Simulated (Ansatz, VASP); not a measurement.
## Ir in VASP and in Ansatz

```
CELL_PARAMETERS angstrom
0.00000 1.91970 1.91970
1.91970 0.00000 1.91970
1.91970 1.91970 0.00000
ATOMIC_POSITIONS crystal
Ir 0.00000 0.00000 0.00000
```

Alike in both runs: task relaxation of cell and atoms; functional LDA; k mesh 14 × 14 × 14; occupations fermi-dirac, width 0.05 eV; collinear spin.

|  | VASP | Ansatz |
| --- | --- | --- |
| version | VASP 6.6.1 | Ansatz 0.2.0 |
| potentials or method | VASP PAW LDA potentials, release 64 (Ir_sv_GW), cutoff 560 eV | plane waves (420 eV) with PAW, scalar-relativistic |
| valence electrons in the cell | 17 | 17 |

|  | VASP | Ansatz | Ansatz less VASP |
| --- | --- | --- | --- |
| net moment per atom (μB) | 0.00 | 0.00 | 0.000 |
| relaxed volume (Å³/atom) | 13.84 | 13.84 | +0.003 |
| relaxed length of the cell vector where the two differ most in proportion (Å) | 2.695 | 2.695 | +0.0002 |

Ansatz warns that its potentials were made for another functional, while VASP's fit it. LDA's correlation is that of Perdew and Zunger in VASP and of Perdew and Wang (1992) in Ansatz. Ansatz's warnings: seeded moment not kept.

Spin-orbit coupling is off throughout.
